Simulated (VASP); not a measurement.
# Au (P4/nmm) in VASP: further runs

Au is run at these levels: PBEsol; tasks: single point.

Program: VASP 6.6.1. These are calculated values, not measurements. Logs are shortened: lines on timing, memory, paths and dates and some standing lists are left out, and cuts for length are marked.

## 1. The cell of the first run

It takes space group P4/nmm (No. 129, tetragonal). The conventional cell has a = 3.315 Å, b = 3.315 Å, c = 3.315 Å, α = 90.00°, β = 90.00°, γ = 90.00°. Au (site symmetry 4mm) has 14 Au at 2.73 to 3.31 Å within 3.6 Å.

## 2. Single point, PBEsol (atoms displaced along a vibrational mode)

File INCAR:

```
SYSTEM = Au
PREC = Accurate ; ENCUT = 520
EDIFF = 1E-6 ; ISMEAR = 0
SIGMA = 0.15 ; LREAL = .False.
LASPH = .True. ; NELM = 80
ALGO = Fast ; ISIF = 2
LWAVE = .False. ; LCHARG = .False.
GGA = PS ; NBANDS = 18
```

File KPOINTS:

```
Automatic mesh
0
Gamma
  14 14 14
  0 0 0
```

File POSCAR:

```
Au
1.0
    0.0000000000     -3.3145380000      0.0000000000
   -3.3145380000      0.0000000000      0.0000000000
    0.0000000000      0.0000000000     -3.3145380000
Au
2
Direct
    0.5377126465      0.5000000000      0.5000000000
   -0.0377126465      0.0000000000      0.0000000000
```

Potentials or basis: VASP PAW PBE potentials, release 64 (Au).

Started as:

```bash
$ cat potpaw_PBE.64/Au/POTCAR > POTCAR
$ mpirun -np 1 vasp_std > vasp.out
```

OUTCAR:

```text
SYSTEM = Au
   PREC = Accurate
   ENCUT = 520
   EDIFF = 1E-6
   ISMEAR = 0
   LREAL = .False.
   LASPH = .True.
   NELM = 80
   ISIF = 2
   GGA = PS

 ion  position               nearest neighbor table
   1  0.538  0.500  0.500-   2 2.73   2 2.73   2 2.73   2 2.73   2 3.02   2 3.02   2 3.02   2 3.02

   2  0.962  0.000  0.000-   1 2.73   1 2.73   1 2.73   1 2.73   1 3.02   1 3.02   1 3.02   1 3.02

  LATTYP: Found a simple cubic cell.
 ALAT       =     3.3145380000

  Lattice vectors:

 A1 = (   0.0000000000,  -3.3145380000,   0.0000000000)
 A2 = (  -3.3145380000,   0.0000000000,   0.0000000000)
 A3 = (   0.0000000000,   0.0000000000,  -3.3145380000)

Analysis of symmetry for initial positions (statically):
=====================================================================
 Subroutine PRICEL returns:
 Original cell was already a primitive cell.

 Routine SETGRP: Setting up the symmetry group for a
 simple cubic supercell.

 Subroutine GETGRP returns: Found 16 space group operations
 (whereof  8 operations were pure point group operations)
 out of a pool of 48 trial point group operations.

The static configuration has the point symmetry C_4v.
 The point group associated with its full space group is D_4h.

Analysis of symmetry for dynamics (positions and initial velocities):
=====================================================================
 Subroutine PRICEL returns:
 Original cell was already a primitive cell.

 Routine SETGRP: Setting up the symmetry group for a
 simple cubic supercell.

 Subroutine GETGRP returns: Found 16 space group operations
 (whereof  8 operations were pure point group operations)
 out of a pool of 48 trial point group operations.

The dynamic configuration has the point symmetry C_4v.
 The point group associated with its full space group is D_4h.

 Subroutine INISYM returns: Found 16 space group operations
 (whereof  8 operations are pure point group operations),
 and found     1 'primitive' translations

----------------------------------------------------------------------------------------

                                     Primitive cell

  volume of cell :      36.4141

  direct lattice vectors                    reciprocal lattice vectors
     0.000000000 -3.314538000  0.000000000     0.000000000 -0.301701172  0.000000000
    -3.314538000  0.000000000  0.000000000    -0.301701172  0.000000000  0.000000000
     0.000000000  0.000000000 -3.314538000     0.000000000  0.000000000 -0.301701172

  length of vectors
     3.314538000  3.314538000  3.314538000     0.301701172  0.301701172  0.301701172

  position of ions in fractional coordinates (direct lattice)
     0.537712646  0.500000000  0.500000000
     0.962287354  0.000000000  0.000000000

  ion indices of the primitive-cell ions
   primitive index   ion index
                 1           1
                 2           2

----------------------------------------------------------------------------------------

 KPOINTS: Automatic mesh

Automatic generation of k-mesh.
 Grid dimensions read from file:
 generate k-points for:   14   14   14

 Generating k-lattice:

  Cartesian coordinates                     Fractional coordinates (reciprocal lattice)
     0.000000000 -0.021550084  0.000000000     0.071428571  0.000000000  0.000000000
    -0.021550084  0.000000000  0.000000000     0.000000000  0.071428571  0.000000000
     0.000000000  0.000000000 -0.021550084     0.000000000  0.000000000  0.071428571

  Length of vectors
     0.021550084  0.021550084  0.021550084

  Shift w.r.t. Gamma in fractional coordinates (k-lattice)
     0.000000000  0.000000000  0.000000000

 Subroutine IBZKPT returns following result:
 ===========================================

 Found    288 irreducible k-points:

 Following reciprocal coordinates:
            Coordinates               Weight
  0.000000  0.000000  0.000000      1.000000
  0.071429  0.000000  0.000000      2.000000
  0.000000  0.071429  0.000000      4.000000
  0.142857  0.000000  0.000000      2.000000
  0.000000  0.142857  0.000000      4.000000
  0.214286  0.000000  0.000000      2.000000
[... 16 lines left out ...]
  0.071429  0.000000  0.214286      8.000000
  0.285714  0.071429  0.000000      8.000000
 [... further k-points ...]
   k-points           NKPTS =    288   k-points in BZ     NKDIM =    288   number of bands    NBANDS=     18
   number of dos      NEDOS =    301   number of ions     NIONS =      2
   total plane-waves  NPLWV =  21952
   dimension x,y,z NGX =    28 NGY =   28 NGZ =   28
   dimension x,y,z NGXF=    56 NGYF=   56 NGZF=   56
   ions per type =               2
   NGX,Y,Z   is equivalent  to a cutoff of  14.04, 14.04, 14.04 a.u.
   NGXF,Y,Z  is equivalent  to a cutoff of  28.09, 28.09, 28.09 a.u.
 SYSTEM =  Au
   PREC   = accura    normal or accurate (medium, high low for compatibility)
   ISTART =      0    job   : 0-new  1-cont  2-samecut
   ICHARG =      2    charge: 1-file 2-atom 10-const
   ISPIN  =      1    spin polarized calculation?
   LNONCOLLINEAR =      F non collinear calculations
   LSORBIT =      F    spin-orbit coupling
   LASPH  =      T    aspherical Exc in radial PAW
   ENCUT  =  520.0 eV  38.22 Ry    6.18 a.u.   6.16  6.16  6.16*2*pi/ulx,y,z
   NELM   =     80;   NELMIN=  2; NELMDL= -5     # of ELM steps
   EDIFF  = 0.1E-05   stopping-criterion for ELM
   LREAL  =      F    real-space projection
   EDIFFG = 0.1E-04   stopping-criterion for IOM
   NSW    =      0    number of steps for IOM
   IBRION =     -1    ionic relax: 0-MD 1-quasi-New 2-CG
   NFREE  =      0    steps in history (QN), initial steepest desc. (CG)
   ISIF   =      2    stress and relaxation
   ISYM   =      2    0-nonsym 1-usesym 2-fastsym
   POTIM  = 0.5000    time-step for ionic-motion
   TEBEG  =    0.0;   TEEND  =   0.0 temperature during run
   PSTRESS=    0.0 pullay stress
   NELECT =      22.0000    total number of electrons
   NUPDOWN=      -1.0000    fix difference up-down
   EMIN   =  10.00;   EMAX   =-10.00  energy-range for DOS
   EFERMI =   0.00;   METHOD = LEGACY
   ISMEAR =     0;   SIGMA  =   0.15  broadening in eV -4-tet -1-fermi 0-gaus
   EFERMI_NEDOS =   21; number of points for ismear=-14 and -15
   IALGO  =     68    algorithm
   IMIX   =      4    mixing-type and parameters
     AMIX     =   0.40;   BMIX     =  1.00
     AMIX_MAG =   1.60;   BMIX_MAG =  1.00
  volume/ion in A,a.u.               =      18.21       122.87
  Fermi-wavevector in a.u.,A,eV,Ry     =   1.383968  2.615320 26.060157  1.915367
  Thomas-Fermi vector in A             =   2.508516
   LORBIT       =      0    0 simple, 1 ext, 2 COOP (PROOUT), +10 PAW based schemes
   GGA     = PS    functional components
   LHFCALC =     F    Hartree Fock is set to
   AEXX    =    0.0000 exact exchange contribution
   IVDW    =     0    specifies the selected vdW correction
   LEPSILON=     F    determine dielectric tensor
   LRPA    =     F    only Hartree local field effects (RPA)
 non-spin polarized calculation
 RMM-DIIS sequential band-by-band and
 Gauss-broadening in eV      SIGMA  =   0.15
  energy-cutoff  :      520.00
  volume of cell :       36.41
 maximum number of plane-waves:       996
 NGX is ok and might be reduce to    28
   NGX = 13   NGY = 13   NGZ = 13

 number of electron      22.0000001 magnetization

 Free energy of the ion-electron system (eV)
  ---------------------------------------------------
  ext. energy  EPLUGINS =         0.00000000
  ---------------------------------------------------
  free energy    TOTEN  =        -7.59014309 eV

  energy without entropy =       -7.58409250  energy(sigma->0) =       -7.58711779

 E-fermi :   8.2334     XC(G=0): -12.4795

 val. band max:        8.1860694898   @ k =   0.3571   0.0000   0.0000
 cond. band min:       8.2339107632   @ k =   0.1429   0.4286   0.4286
 fundamental gap:      0.0478412734
 Fermi energy:         8.2333751394

 k-point     1 :       0.0000    0.0000    0.0000
  band No.  band energies     occupation
      1      -1.0253      2.00000
      2       1.8277      2.00000
      3       2.0348      2.00000
      4       3.5030      2.00000
      5       3.7766      2.00000
      6       3.7766      2.00000
[... 10 lines left out ...]
     17      23.2029      0.00000
     18      24.9361      0.00000

 k-point     2 :       0.0714    0.0000    0.0000
  band No.  band energies     occupation
      1      -0.9383      2.00000
      2       1.8613      2.00000
      3       2.0852      2.00000
      4       3.5281      2.00000
      5       3.7780      2.00000
      6       3.7780      2.00000
[... 10 lines left out ...]
     17      23.3754      0.00000
     18      25.0463      0.00000

 k-point     3 :       0.0000    0.0714    0.0000
  band No.  band energies     occupation
      1      -0.9357      2.00000
      2       1.8753      2.00000
      3       2.0679      2.00000
      4       3.5017      2.00000
      5       3.7891      2.00000
      6       3.7958      2.00000
[... 10 lines left out ...]
     17      23.3748      0.00000
     18      24.8492      0.00000

 k-point     4 :       0.1429    0.0000    0.0000
  band No.  band energies     occupation
      1      -0.6812      2.00000
      2       1.9603      2.00000
      3       2.2276      2.00000
      4       3.6019      2.00000
      5       3.7855      2.00000
      6       3.7855      2.00000
[... 375 lines left out ...]
      4       3.4841      2.00000
      5       3.7284      2.00000
      6       4.0964      2.00000
[... 10 lines left out ...]
     17      23.8663      0.00000
     18      24.7419      0.00000

 k-point    23 :       0.0714    0.0000    0.2143
  band No.  band energies     occupation
      1      -0.1642      2.00000
      2       2.1933      2.00000
      3       2.4060      2.00000
      4       3.4401      2.00000
      5       3.8928      2.00000
      6       4.0018      2.00000
[... 10 lines left out ...]
     17      24.3194      0.00000
     18      24.6855      0.00000

 k-point    24 :       0.2857    0.0714    0.0000
  band No.  band energies     occupation
      1       0.3452      2.00000
      2       2.3484      2.00000
      3       2.6780      2.00000
      4       3.5823      2.00000
      5       3.8635      2.00000
      6       4.1120      2.00000
[... 10 lines left out ...]
     17      23.4149      0.00000
     18      24.5614      0.00000

 [... further k-points ...]

------------------------ aborting loop because EDIFF is reached ----------------------------------------

  FORCE on cell =-STRESS in cart. coord.  units (eV):
  Direction    XX          YY          ZZ          XY          YZ          ZX
  --------------------------------------------------------------------------------------
  -------------------------------------------------------------------------------------
  Total       -1.0309709     -1.8421730     -1.0309709      0.0000000      0.0000000      0.0000000
  in kB      -45.3615604    -81.0535397    -45.3615604      0.0000000      0.0000000      0.0000000
  external PRESSURE =     -57.2588868 kB  Pullay stress =       0.0000000 kB

 VOLUME and BASIS-vectors are now :
 -----------------------------------------------------------------------------
  energy-cutoff  :      520.00
  volume of cell :       36.41
      direct lattice vectors                 reciprocal lattice vectors
     0.000000000 -3.314538000  0.000000000     0.000000000 -0.301701172  0.000000000
    -3.314538000  0.000000000  0.000000000    -0.301701172  0.000000000  0.000000000
     0.000000000  0.000000000 -3.314538000     0.000000000  0.000000000 -0.301701172

 POSITION                                       TOTAL-FORCE (eV/Angst)
 -----------------------------------------------------------------------------------
     -1.65727     -1.78227     -1.65727         0.000000      1.143855      0.000000
      0.00000     -3.18954      0.00000         0.000000     -1.143855     -0.000000
 -----------------------------------------------------------------------------------
    total drift:                                0.000000     -0.000000      0.000000

  FREE ENERGIE OF THE ION-ELECTRON SYSTEM (eV)
  ---------------------------------------------------
  free  energy   TOTEN  =        -7.5901430868 eV

  energy  without entropy=       -7.5840924984  energy(sigma->0) =       -7.58711779
```

Wall time 78 s (1 thread of Intel Xeon 6975P-C (Granite Rapids), shared host); peak memory 0.27 GiB.

What came out:

| Quantity | Value |
| --- | --- |
| Free energy | -7.5901 eV |
| Pressure | -5.7 GPa |
| Largest force | 1.144 eV/Å |
| Band gap on the k mesh | zero (bands 11 and 12 overlap by 4.78 eV) |

Forces on the atoms (eV/Å):
```
Au   0.000  1.144  0.000
Au   0.000 -1.144  0.000
```

Caveat: the cell differs from its parent crystal (atoms displaced along a vibrational mode); the cell stands under tension; the PAW data sets were made with another functional, which shifts forces and pressure a little; spin-orbit coupling is left out, which moves the levels of the heavy elements.

## 3. Single point, PBEsol (atoms displaced along a vibrational mode)

File INCAR:

```
SYSTEM = Au
  PREC = Accurate
  ENCUT = 520
  EDIFF = 1E-7
  ISMEAR = 0
  SIGMA = 0.15
  LREAL = .FALSE.
  LASPH = .TRUE.
  NELM = 60
  ALGO = Fast
  ISIF = 2
  LWAVE = .FALSE.
  LCHARG = .TRUE.
  GGA = PS
  LELF = .TRUE.
  LVHAR = .TRUE.
  NBANDS = 18
```

File KPOINTS:

```
Automatic mesh
0
G
  14 14 14
  0 0 0
```

File POSCAR:

```
Au
1.0
    0.0000000000     -3.3145380000      0.0000000000
   -3.3145380000      0.0000000000      0.0000000000
    0.0000000000      0.0000000000     -3.3145380000
Au
2
Direct
    0.5226275879      0.5000000000      0.5000000000
   -0.0226275879      0.0000000000      0.0000000000
```

Potentials or basis: VASP PAW PBE potentials, release 64 (Au).

Started as:

```bash
$ cat potpaw_PBE.64/Au/POTCAR > POTCAR
$ mpirun -np 1 vasp_std > vasp.out
```

Run time: 88 s. Hardware: 1 thread of Intel Xeon 6975P-C (Granite Rapids), shared host; peak memory 0.27 GiB.

Results (log left out):

* Free energy: -7.6823 eV
* Pressure: -8.1 GPa
* Largest force: 0.697 eV/Å
* Band gap on the k mesh: zero (bands 11 and 12 overlap by 4.73 eV)

Forces on the atoms (eV/Å):
```
Au   0.000  0.697  0.000
Au   0.000 -0.697  0.000
```

Stress tensor (GPa, compression positive):
```
-7.69  0.00  0.00
 0.00 -8.97  0.00
 0.00  0.00 -7.69
```

Levels at points of the mesh, in eV from the Fermi level:
```
           k point  band 8  band 9  band 10  band 11  band 12  band 13  band 14  band 15
(0.00, 0.00, 0.00)   -2.72   -1.78    -1.78    -1.68     6.19     6.19     6.34     8.88
(0.50, 0.00, 0.00)   -3.87   -3.69    -2.79    -2.12    -1.59    11.82    12.62    12.66
(0.00, 0.50, 0.00)   -3.72   -3.02    -3.02    -1.88    -1.88    11.85    11.85    13.22
(0.50, 0.50, 0.00)   -2.59   -1.38    -1.38    -0.42    -0.42     3.18     3.18    12.32
(0.00, 0.50, 0.50)   -2.60   -1.48    -1.48    -0.41    -0.41     3.20     3.20    12.46
(0.50, 0.50, 0.50)   -2.56   -2.55    -2.55     2.67     2.67     6.26     6.26     6.92
```

Caveat: the cell differs from its parent crystal (atoms displaced along a vibrational mode); the cell stands under tension; the PAW data sets were made with another functional, which shifts forces and pressure a little; spin-orbit coupling is left out, which moves the levels of the heavy elements.
